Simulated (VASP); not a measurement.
Set up this calculation in VASP 6.6.1, as the native input.

| Quantity | Value |
| --- | --- |
| Task | single point |
| Functional | PBE |
| Potentials or basis | VASP PAW PBE potentials, release 64 (Ti_sv) |
| Cutoff | 520 eV |
| k mesh | 20 × 20 × 20 |
| Occupations | gaussian, width 0.15 eV |
| Spin | no spin polarisation |
| Dipole correction | no |
| Further INCAR settings | ALGO = Fast; EDIFF = 1e-06; NBANDS = 12 |

The structure of Ti lies in POSCAR:

```
Ti
1.0
    0.0000000000      2.4282586443      1.6504874005
    2.4282586443      0.0000000000      1.6504874005
    2.4282586443      2.4282586443      0.0000000000
Ti
1
Direct
    0.0000000000      0.0000000000      0.0000000000
```

This cell differs from its parent crystal: volume 19.464 Å^3 an atom, c/a of the conventional cell 0.6797.

One way to write it, as run:

INCAR

```
ALGO = Fast
EDIFF = 1E-6
ENCUT = 520
GGA = PE
ISIF = 2
ISMEAR = 0
LASPH = T
LCHARG = T
LELF = T
LREAL = F
LVHAR = T
LWAVE = F
NBANDS = 12
NELM = 60
PREC = Accurate
SIGMA = 0.15
```

KPOINTS

```
k-points
0
Gamma
  20 20 20
```

Potentials or basis: VASP PAW PBE potentials, release 64 (Ti_sv).

Command:

```bash
$ cat potpaw_PBE.64/Ti_sv/POTCAR > POTCAR
$ mpirun -np 1 vasp_std > vasp.out
```

It gave:

```
Pressure               : -10.4 GPa
Band gap on the k mesh : zero (band 6 reaches 7.83 eV, above the bottom of band 7 at 6.39 eV)
```

Run time: 2.8 min on 1 thread of AMD EPYC 9R45 96-Core Processor (Zen 5), with other jobs on the host, peak memory 0.23 GiB.
